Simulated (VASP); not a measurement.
## TaN: relaxation of cell and atoms with PBE

Crystal: TaN.

```
CELL_PARAMETERS angstrom
5.06452 0.00000 0.00000
0.00000 5.06452 0.00000
0.00000 0.00000 5.06452
ATOMIC_POSITIONS crystal
Ta 0.75000 0.75000 0.75000
Ta 0.75000 0.25000 0.25000
Ta 0.25000 0.75000 0.25000
Ta 0.25000 0.25000 0.75000
N 0.00000 0.00000 0.50000
N 0.00000 0.50000 0.00000
N 0.50000 0.00000 0.00000
N 0.50000 0.50000 0.00000
```

This cell differs from its parent crystal: atoms taken out.

```yaml
Program: VASP 6.6.1
Task: relaxation of cell and atoms
Functional: PBE
Potentials_or_basis: VASP PAW PBE potentials, release 64 (Ta_pv, N)
Cutoff: 600 eV
k_mesh: 4 × 4 × 4
Occupations: gaussian, width 0.1 eV
Spin: no spin polarisation
Dipole_correction: no
Further_INCAR_settings: ALGO = Normal; EDIFF = 1e-06; IBRION = 2; EDIFFG = -0.04; NSW = 90; ISIF = 3
```

```yaml
Relaxed_volume: 13.80 Å³/atom
Relaxed_cell: a = 4.987 Å, b = 4.987 Å, c = 4.439 Å, α = 90.00°, β = 90.00°, γ = 90.00°
Space_group_after_relaxing_to_0.1_Å: P-42m (No. 111)
Pressure_after_relaxing: 0.4 GPa
Largest_force_after_relaxing: 0.021 eV/Å
Band_gap_on_the_k_mesh: zero (bands 32 and 33 overlap by 0.78 eV)
```

Forces in eV/Å, atoms in the order of the input:
```
Ta   0.006  0.006  0.019
Ta   0.006 -0.006 -0.019
Ta  -0.006  0.006 -0.019
Ta  -0.006 -0.006  0.019
N    0.000  0.000  0.000
N    0.000  0.000  0.000
N    0.000  0.000  0.000
N    0.000  0.000  0.000
```

Final structure:
```
Ta N
1.0
     4.98678    0.00000    0.00000
     0.00000    4.98678    0.00000
     0.00000    0.00000    4.43946
Ta N
4 4
Direct
  0.75095 0.75095 0.76366
  0.75095 0.24905 0.23634
  0.24905 0.75095 0.23634
  0.24905 0.24905 0.76366
  0.00000 0.00000 0.50000
  0.00000 0.50000 0.00000
  0.50000 0.00000 0.00000
  0.50000 0.50000 0.00000
```

Levels at points of the mesh, in eV from the Fermi level:
```
           k point  band 29  band 30  band 31  band 32  band 33  band 34  band 35  band 36
(0.00, 0.00, 0.00)    -2.59    -1.85    -1.08    -0.41    -0.41     0.04     1.05     1.41
(0.50, 0.00, 0.00)    -2.17    -2.03    -1.14    -0.65    -0.22     0.44     1.17     1.45
(0.00, 0.00, 0.50)    -1.78    -1.46    -1.28     0.37     0.67     0.77     0.77     0.90
(0.50, 0.50, 0.00)    -2.24    -1.61    -1.61    -0.98     0.11     0.50     0.82     0.82
(0.00, 0.50, 0.50)    -1.27    -1.25    -0.36     0.10     0.31     0.82     1.08     1.11
(0.50, 0.50, 0.50)    -1.27    -0.86    -0.86     0.35     1.06     1.06     1.39     1.70
```

Run time: 22 min on 1 thread of Intel Xeon 8259CL, on a shared host, peak memory 0.32 GiB.

Caveat: the cell differs from its parent crystal (atoms taken out); the volume moved by over 15 % at a fixed basis, so the end points are rough; spin-orbit coupling is left out, which moves the levels of the heavy elements.
